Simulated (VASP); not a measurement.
Input of a VASP 6.6.1 run:

INCAR

```
PREC     = Accurate       # precision mode
ENCUT    = 520            # plane-wave cutoff, eV
EDIFF    = 1E-6           # SCF threshold, eV
ISMEAR   = 0              # smearing method
SIGMA    = 0.15           # smearing width, eV
LREAL    = F              # projectors in reciprocal space
LASPH    = T              # aspherical terms in the spheres
NELM     = 80             # most SCF steps
ALGO     = Fast           # electronic algorithm
ISIF     = 2              # what is computed and relaxed
LWAVE    = F              # write WAVECAR
LCHARG   = F              # write CHGCAR
NBANDS   = 11             # bands
```

KPOINTS

```
regular mesh
0
Gamma
  20 20 20
```

POSCAR

```
Pt
1.0
    0.0000000000      1.9468328700      1.9127632948
    2.0539086778      0.0000000000      1.9127632948
    2.0539086778      1.9468328700      0.0000000000
Pt
1
Direct
    0.0000000000      0.0000000000      0.0000000000
```

Potentials or basis: VASP PAW LDA potentials, release 64 (Pt).

Run with:

```sh
$ cat potpaw_LDA.64/Pt/POTCAR > POTCAR
$ mpirun -np 1 vasp_std > vasp.out
```

Task: Predict the pressure.

Result: -8.7 GPa.

Task: Estimate the band gap on the k mesh.

Result: Zero (bands 5 and 6 overlap by 2.47 eV).

Stress tensor (GPa, compression positive):
```
-13.35   0.00   0.00
  0.00  -6.80   0.00
  0.00   0.00  -6.03
```

Caveat: the cell differs from its parent crystal (normal strain along x +0.0550, normal strain along z -0.0175); the stress differs along the axes, from -13 to -6 GPa; spin-orbit coupling is left out, which moves the levels of the heavy elements.
